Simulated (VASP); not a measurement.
Input of a VASP 6.6.1 run:

File INCAR:

```
SYSTEM = Pr2B
PREC     = Accurate       ! precision mode
ENCUT    = 500            ! plane-wave cutoff, eV
EDIFF    = 1E-6           ! SCF threshold, eV
ISMEAR   = 0              ! smearing method
SIGMA    = 0.2            ! smearing width, eV
LREAL    = .False.        ! projectors in reciprocal space
LASPH    = .True.         ! aspherical terms in the spheres
NELM     = 200            ! most SCF steps
ALGO     = Normal         ! electronic algorithm
ISIF     = 2              ! what is computed and relaxed
LWAVE    = .False.        ! write WAVECAR
LCHARG   = .False.        ! write CHGCAR
GGA      = PE             ! functional
NBANDS   = 34             ! bands
GGA_COMPAT= .False.      
LMAXMIX  = 6              ! l up to which the mixer works
```

KPOINTS

```
regular mesh
0
Gamma
  4 4 3
  0 0 0
```

Contents of POSCAR:

```
Pr2B
1.0
    4.8684275813      0.0000000000      0.0000000000
   -2.4342137906      4.2161819619      0.0000000000
    0.0000000000      0.0000000000      6.7807392587
Pr B
4 2
Direct
    0.3333333333      0.6666666667      0.7500000000
    0.6666666667      0.3333333333      0.2500000000
    0.0000000000      0.0000000000      0.0000000000
    0.0000000000      0.0000000000      0.5000000000
    0.3333333333      0.6666666667      0.2500000000
    0.6666666667      0.3333333333      0.7500000000
```

Potentials or basis: VASP PAW PBE potentials, release 64 (Pr_3, B), 4f in core.

Launch:

```bash
$ cat potpaw_PBE.64/Pr_3/POTCAR potpaw_PBE.64/B/POTCAR > POTCAR
$ mpirun -np 1 vasp_std > vasp.out
```

Question: Predict the band gap on the k mesh.

Answer: Zero (bands 25 and 26 overlap by 1.02 eV).

Question: Predict the pressure.

Answer: 0.1 GPa.

Stress tensor (GPa, compression positive):
```
-0.25  0.00  0.00
 0.00 -0.25  0.00
 0.00  0.00  0.71
```

Caveat: the k points lie up to 0.37 Å⁻¹ apart, too coarse for converged energies and pressures of a metal; spin-orbit coupling is left out, which moves the levels of the heavy elements; the 4f electrons are frozen in the core, so they carry no moment and show no levels. Spin polarisation is off, so any magnetic state and its effect on volume and gap are missing.
